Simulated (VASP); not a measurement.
Here is a VASP 6.6.1 calculation.

Contents of INCAR:

```
ALGO     = Normal         # electronic algorithm
EDIFF    = 1E-7           # SCF threshold, eV
ENCUT    = 520            # plane-wave cutoff, eV
GGA      = PS             # functional
ISIF     = 2              # what is computed and relaxed
ISMEAR   = -1             # smearing method
LASPH    = T              # aspherical terms in the spheres
LCHARG   = F              # write CHGCAR
LREAL    = F              # projectors in reciprocal space
LWAVE    = F              # write WAVECAR
NBANDS   = 12             # bands
NELM     = 100            # most SCF steps
PREC     = Accurate       # precision mode
SIGMA    = 0.1            # smearing width, eV
```

File KPOINTS:

```
k-points
0
Gamma
  15 15 15
```

Contents of POSCAR:

```
Nb
1.0
    0.0000000000      2.1140212823      2.1140212823
    2.1140212823      0.0000000000      2.1140212823
    2.1140212823      2.1140212823      0.0000000000
Nb
1
Direct
    0.0000000000      0.0000000000      0.0000000000
```

Potentials or basis: VASP PAW PBE potentials, release 64 (Nb_sv).

Command:

```sh
$ cat potpaw_PBE.64/Nb_sv/POTCAR > POTCAR
$ mpirun -np 1 vasp_std > vasp.out
```

Task: Estimate the pressure.

Result: -6.9 GPa.

Caveat: the PAW data sets were made with another functional, which shifts forces and pressure a little.
